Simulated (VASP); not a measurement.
Set up this calculation in VASP 6.6.1, as the native input.

- Task: relaxation of cell and atoms
- Functional: PBEsol
- Potentials or basis: VASP PAW PBE potentials, release 64 (Zn, O)
- Cutoff: 600 eV
- k mesh: 14 × 14 × 8
- Occupations: fermi-dirac, width 0.08 eV
- Spin: no spin polarisation
- Dipole correction: no
- Further INCAR settings: ALGO = Normal; EDIFF = 1e-06; IBRION = 2; EDIFFG = -0.002; NSW = 100; ISIF = 3

The structure of ZnO lies in POSCAR:

```
ZnO
1.0
    3.2493080000      0.0000000000      0.0000000000
   -1.6246540000      2.8139832727      0.0000000000
    0.0000000000      0.0000000000      5.2057090000
Zn O
2 2
Direct
    0.3333333333      0.6666666667      0.5000000000
    0.6666666667      0.3333333333      0.0000000000
    0.6666666667      0.3333333333      0.3790100000
    0.3333333333      0.6666666667      0.8790100000
```

These files were run (other wordings do the same):

INCAR

```
SYSTEM = ZnO
PREC = Accurate ; ENCUT = 600
EDIFF = 1E-6 ; ISMEAR = -1
SIGMA = 0.08 ; LREAL = .FALSE.
LASPH = .TRUE. ; NELM = 80
ALGO = Normal ; ISIF = 3
LWAVE = .FALSE. ; LCHARG = .FALSE.
GGA = PS ; IBRION = 2
NSW = 100 ; EDIFFG = -0.002
```

KPOINTS

```
Automatic mesh
0
G
  14 14 8
  0 0 0
```

Potentials or basis: VASP PAW PBE potentials, release 64 (Zn, O).

The run is started by

```console
$ cat potpaw_PBE.64/Zn/POTCAR potpaw_PBE.64/O/POTCAR > POTCAR
$ mpirun -np 1 vasp_std > vasp.out
```

Results of the run:

```
Relaxed volume                        : 11.85 Å³/atom
Relaxed cell                          : a = 3.236 Å, b = 3.236 Å, c = 5.225 Å, α = 90.00°, β = 90.00°, γ = 120.00°
Space group after relaxing (to 0.1 Å) : P6_3mc (No. 186)
Energy gained by relaxing             : 0.4 meV/atom
Ionic steps                           : 11
Pressure after relaxing               : 0.0 GPa
Band gap on the k mesh                : 0.68 eV
```

Caveat: semilocal functionals underestimate gaps, and a narrow one can read as zero; the PAW data sets were made with another functional, which shifts forces and pressure a little.

Run time: 13 min on 1 thread of AMD EPYC 9755 128-Core Processor, with other jobs on the host, peak memory 0.24 GiB.
